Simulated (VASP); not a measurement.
# CaS (Fm-3m) in VASP: settings compared

Aim: see how the results for CaS move with the level of theory and the settings. Levels: PBE, PBE+D4. Tasks: single point.

Everything below comes from runs of VASP 6.6.1. Logs are shortened: lines on timing, memory, paths and dates and some standing lists are left out, and cuts for length are marked.

**1. The cell of the first run**

The structure is cubic, space group Fm-3m (No. 225). Conventional cell: a = 5.160 Å, b = 5.160 Å, c = 5.160 Å, α = 90.00°, β = 90.00°, γ = 90.00°. Within 3.4 Å of Ca (site symmetry m-3m) lie 6 S at 2.58 Å. S (site symmetry m-3m) has 6 Ca at 2.58 Å within 3.4 Å.

**2. Single point, PBE**

INCAR

```
ALGO     = Normal         # electronic algorithm
EDIFF    = 1E-6           # SCF threshold, eV
ENCUT    = 500            # plane-wave cutoff, eV
GGA      = PE             # functional
GGA_COMPAT= F            
ISIF     = 2              # what is computed and relaxed
ISMEAR   = 0              # smearing method
LASPH    = T              # aspherical terms in the spheres
LCHARG   = F              # write CHGCAR
LREAL    = F              # projectors in reciprocal space
LWAVE    = F              # write WAVECAR
NBANDS   = 15             # bands
NELM     = 120            # most SCF steps
PREC     = Accurate       # precision mode
SIGMA    = 0.01           # smearing width, eV
```

KPOINTS

```
k-points
0
Gamma
  2 2 2
```

POSCAR

```
CaS
1.0
    0.0000000000      2.5799844402      2.5799844402
    2.5799844402      0.0000000000      2.5799844402
    2.5799844402      2.5799844402      0.0000000000
Ca S
1 1
Direct
    0.0000000000      0.0000000000      0.0000000000
    0.5000000000      0.5000000000      0.5000000000
```

Potentials or basis: VASP PAW PBE potentials, release 64 (Ca_sv, S).

Launch:

```sh
$ cat potpaw_PBE.64/Ca_sv/POTCAR potpaw_PBE.64/S/POTCAR > POTCAR
$ mpirun -np 1 vasp_std > vasp.out
```

OUTCAR:

```text
EDIFF = 1E-6
   ENCUT = 500
   GGA = PE
   ISIF = 2
   ISMEAR = 0
   LASPH = T
   LREAL = F
   NELM = 120
   PREC = Accurate

 ion  position               nearest neighbor table
   1  0.000  0.000  0.000-   2 2.58   2 2.58   2 2.58   2 2.58   2 2.58   2 2.58
   2  0.500  0.500  0.500-   1 2.58   1 2.58   1 2.58   1 2.58   1 2.58   1 2.58

  LATTYP: Found a face centered cubic cell.
 ALAT       =     5.1599688804

  Lattice vectors:

 A1 = (   0.0000000000,   2.5799844402,   2.5799844402)
 A2 = (   2.5799844402,   0.0000000000,   2.5799844402)
 A3 = (   2.5799844402,   2.5799844402,   0.0000000000)

Analysis of symmetry for initial positions (statically):
=====================================================================
 Subroutine PRICEL returns:
 Original cell was already a primitive cell.

 Routine SETGRP: Setting up the symmetry group for a
 face centered cubic supercell.

 Subroutine GETGRP returns: Found 48 space group operations
 (whereof 48 operations were pure point group operations)
 out of a pool of 48 trial point group operations.

The static configuration has the point symmetry O_h .

Analysis of symmetry for dynamics (positions and initial velocities):
=====================================================================
 Subroutine PRICEL returns:
 Original cell was already a primitive cell.

 Routine SETGRP: Setting up the symmetry group for a
 face centered cubic supercell.

 Subroutine GETGRP returns: Found 48 space group operations
 (whereof 48 operations were pure point group operations)
 out of a pool of 48 trial point group operations.

The dynamic configuration has the point symmetry O_h .

 Subroutine INISYM returns: Found 48 space group operations
 (whereof 48 operations are pure point group operations),
 and found     1 'primitive' translations

----------------------------------------------------------------------------------------

                                     Primitive cell

  volume of cell :      34.3464

  direct lattice vectors                    reciprocal lattice vectors
     0.000000000  2.579984440  2.579984440    -0.193799618  0.193799618  0.193799618
     2.579984440  0.000000000  2.579984440     0.193799618 -0.193799618  0.193799618
     2.579984440  2.579984440  0.000000000     0.193799618  0.193799618 -0.193799618

  length of vectors
     3.648648986  3.648648986  3.648648986     0.335670786  0.335670786  0.335670786

  position of ions in fractional coordinates (direct lattice)
     0.000000000  0.000000000  0.000000000
[... 66 lines left out ...]
   PSTRESS=    0.0 pullay stress
   NELECT =      16.0000    total number of electrons
   NUPDOWN=      -1.0000    fix difference up-down
   EMIN   =  10.00;   EMAX   =-10.00  energy-range for DOS
   EFERMI =   0.00;   METHOD = LEGACY
   ISMEAR =     0;   SIGMA  =   0.01  broadening in eV -4-tet -1-fermi 0-gaus
   EFERMI_NEDOS =   21; number of points for ismear=-14 and -15
   IALGO  =     38    algorithm
   IMIX   =      4    mixing-type and parameters
     AMIX     =   0.40;   BMIX     =  1.00
     AMIX_MAG =   1.60;   BMIX_MAG =  1.00
  volume/ion in A,a.u.               =      17.17       115.89
  Fermi-wavevector in a.u.,A,eV,Ry     =   1.269076  2.398206 21.912927  1.610555
  Thomas-Fermi vector in A             =   2.402137
   LORBIT       =      0    0 simple, 1 ext, 2 COOP (PROOUT), +10 PAW based schemes
   GGA     = PE    functional components
   LHFCALC =     F    Hartree Fock is set to
   AEXX    =    0.0000 exact exchange contribution
   IVDW    =     0    specifies the selected vdW correction
   LEPSILON=     F    determine dielectric tensor
   LRPA    =     F    only Hartree local field effects (RPA)
 non-spin polarized calculation
 Gauss-broadening in eV      SIGMA  =   0.01
  energy-cutoff  :      500.00
  volume of cell :       34.35
 maximum number of plane-waves:       893
 NGX is ok and might be reduce to    28
   NGX = 13   NGY = 13   NGZ = 13

 number of electron      15.9999999 magnetization

 Free energy of the ion-electron system (eV)
  ---------------------------------------------------
  ext. energy  EPLUGINS =         0.00000000
  ---------------------------------------------------
  free energy    TOTEN  =        -8.39939838 eV

  energy without entropy =       -8.39939838  energy(sigma->0) =       -8.39939838

 E-fermi :   5.7514     XC(G=0): -10.5770

 val. band max:        5.5793994929   @ k =   0.0000   0.0000   0.0000
 cond. band min:       6.6250827203   @ k =   0.5000   0.5000   0.0000
 fundamental gap:      1.0456832274
 Fermi energy:         5.7513812200

 k-point     1 :       0.0000    0.0000    0.0000
  band No.  band energies     occupation
      1     -33.2922      2.00000
      2     -14.2817      2.00000
      3     -14.2817      2.00000
      4     -14.2817      2.00000
      5      -6.9215      2.00000
      6       5.5794      2.00000
      7       5.5794      2.00000
      8       5.5794      2.00000
      9       9.0572      0.00000
     10       9.0572      0.00000
     11       9.0572      0.00000
     12       9.9363      0.00000
     13       9.9363      0.00000
     14      11.7828      0.00000
[... 23 lines left out ...]
      2     -14.6800      2.00000
      3     -14.4352      2.00000
      4     -14.4352      2.00000
      5      -5.9357      2.00000
      6       2.6321      2.00000
      7       4.5447      2.00000
      8       4.5447      2.00000
      9       6.6251      0.00000
     10      11.1641      0.00000
     11      12.8012      0.00000
     12      13.0095      0.00000
     13      13.0095      0.00000
     14      13.6889      0.00000
     15      18.2448      0.00000

------------------------ aborting loop because EDIFF is reached ----------------------------------------

  FORCE on cell =-STRESS in cart. coord.  units (eV):
  Direction    XX          YY          ZZ          XY          YZ          ZX
  --------------------------------------------------------------------------------------
  -------------------------------------------------------------------------------------
  Total        8.9673099      8.9673099      8.9673099      0.0000000     -0.0000000     -0.0000000
  in kB      418.3035048    418.3035048    418.3035048      0.0000000     -0.0000000     -0.0000000
  external PRESSURE =     418.3035048 kB  Pullay stress =       0.0000000 kB

 VOLUME and BASIS-vectors are now :
 -----------------------------------------------------------------------------
  energy-cutoff  :      500.00
  volume of cell :       34.35
      direct lattice vectors                 reciprocal lattice vectors
     0.000000000  2.579984440  2.579984440    -0.193799618  0.193799618  0.193799618
     2.579984440  0.000000000  2.579984440     0.193799618 -0.193799618  0.193799618
     2.579984440  2.579984440  0.000000000     0.193799618  0.193799618 -0.193799618

 POSITION                                       TOTAL-FORCE (eV/Angst)
 -----------------------------------------------------------------------------------
      0.00000      0.00000      0.00000         0.000000      0.000000      0.000000
      2.57998      2.57998      2.57998        -0.000000     -0.000000     -0.000000
 -----------------------------------------------------------------------------------
    total drift:                                0.000000      0.000000      0.000000

  FREE ENERGIE OF THE ION-ELECTRON SYSTEM (eV)
  ---------------------------------------------------
  free  energy   TOTEN  =        -8.3993983796 eV

  energy  without entropy=       -8.3993983796  energy(sigma->0) =       -8.39939838
```

OSZICAR:

```text
N       E                     dE             d eps       ncg     rms          rms(c)
DAV:   1     0.118504106389E+03    0.11850E+03   -0.79631E+03    90   0.101E+03
DAV:   2    -0.413959182698E+01   -0.12264E+03   -0.11706E+03   111   0.269E+02
DAV:   3    -0.859486980487E+01   -0.44553E+01   -0.44352E+01   118   0.482E+01
DAV:   4    -0.884624078145E+01   -0.25137E+00   -0.25135E+00   136   0.949E+00
DAV:   5    -0.884662926130E+01   -0.38848E-03   -0.38848E-03   118   0.463E-01    0.602E+00
DAV:   6    -0.844016658236E+01    0.40646E+00   -0.55182E-01   104   0.385E+00    0.456E+00
DAV:   7    -0.839214633872E+01    0.48020E-01   -0.23125E-01   119   0.277E+00    0.264E+00
DAV:   8    -0.839984192606E+01   -0.76956E-02   -0.22268E-02   104   0.149E+00    0.259E-01
DAV:   9    -0.839926816750E+01    0.57376E-03   -0.17415E-03    97   0.474E-01    0.951E-02
DAV:  10    -0.839935065763E+01   -0.82490E-04   -0.26447E-04   142   0.131E-01    0.624E-02
DAV:  11    -0.839939758743E+01   -0.46930E-04   -0.72966E-05    90   0.784E-02    0.275E-02
DAV:  12    -0.839939837964E+01   -0.79221E-06   -0.68676E-06   111   0.190E-02
   1 F= -.83993984E+01 E0= -.83993984E+01  d E =-.742805-131
```

stdout:

```text
POSCAR found type information on POSCAR CaS
 POSCAR found :  2 types and       2 ions
 scaLAPACK will be used
 LDA part: xc-table for (Slater+PW92), standard interpolation
 POSCAR, INCAR and KPOINTS ok, starting setup
 FFT: planning ... GRIDC
 FFT: planning ... GRID_SOFT
 FFT: planning ... GRID
 WAVECAR not read
 entering main loop
```

Wall time 2.1 s (1 thread of Intel Xeon 6975P-C (Granite Rapids), shared host); peak memory 0.15 GiB.

Results:

| Item | Value |
| --- | --- |
| Free energy | -8.3994 eV |
| Pressure | 41.8 GPa |
| Band gap on the k mesh | 1.05 eV, indirect (least direct gap 2.08 eV) |

Levels at points of the mesh, in eV from the valence-band top:
```csv
k point,band 4,band 5,band 6,band 7,band 8,band 9,band 10,band 11,band 12,band 13
"(0.00, 0.00, 0.00)",-19.86,-12.50,0.00,0.00,0.00,3.48,3.48,3.48,4.36,4.36
"(0.50, 0.00, 0.00)",-19.90,-10.74,-4.44,-2.04,-2.04,5.51,6.58,6.58,6.67,9.49
"(0.50, 0.50, 0.00)",-20.01,-11.52,-2.95,-1.03,-1.03,1.05,5.58,7.22,7.43,7.43
```

Caveat: the k points lie up to 1.05 Å⁻¹ apart.

**3. Single point, PBE+D4**

This run uses another cell than the first one, of 20.03 Å³/atom, 1.166 times its volume.

INCAR

```
PREC = Accurate ; ENCUT = 500
EDIFF = 1E-6 ; ISMEAR = 0
SIGMA = 0.1 ; LREAL = False
LASPH = True ; NELM = 120
ALGO = Normal ; ISIF = 2
LWAVE = False ; LCHARG = False
GGA = PE ; IVDW = 13
NBANDS = 15 ; GGA_COMPAT = False
```

KPOINTS

```
regular mesh
0
Gamma
  4 4 4
```

POSCAR

```
CaS
1.0
    0.0000000000      2.7156686499      2.7156686499
    2.7156686499      0.0000000000      2.7156686499
    2.7156686499      2.7156686499      0.0000000000
Ca S
1 1
Direct
    0.0000000000      0.0000000000      0.0000000000
    0.5000000000      0.5000000000      0.5000000000
```

Potentials or basis: VASP PAW PBE potentials, release 64 (Ca_sv, S).

Launch:

```sh
$ cat potpaw_PBE.64/Ca_sv/POTCAR potpaw_PBE.64/S/POTCAR > POTCAR
$ mpirun -np 1 vasp_std > vasp.out
```

It took 3 s on 1 thread of Intel Xeon 6975P-C (Granite Rapids), shared host; peak memory 0.15 GiB.

The run converged. Its results:

```yaml
Free_energy: -10.6462 eV
Pressure: 10.0 GPa
Band_gap_on_the_k_mesh: 1.95 eV, indirect (least direct gap 2.85 eV)
Dispersion_energy_per_atom: -0.260 eV
```

Levels at points of the mesh, in eV from the valence-band top:
| k point | band 5 | band 6 | band 7 | band 8 | band 9 | band 10 | band 11 | band 12 |
| --- | --- | --- | --- | --- | --- | --- | --- | --- |
| (0.00, 0.00, 0.00) | -11.84 | 0.00 | 0.00 | 0.00 | 4.07 | 4.07 | 4.07 | 4.79 |
| (0.50, 0.00, 0.00) | -10.66 | -3.63 | -1.49 | -1.49 | 5.48 | 6.52 | 6.61 | 6.61 |
| (0.50, 0.50, 0.00) | -11.06 | -2.56 | -0.90 | -0.90 | 1.95 | 5.82 | 6.72 | 7.33 |

Caveat: the k points lie up to 0.50 Å⁻¹ apart. A k mesh can miss the band edges.
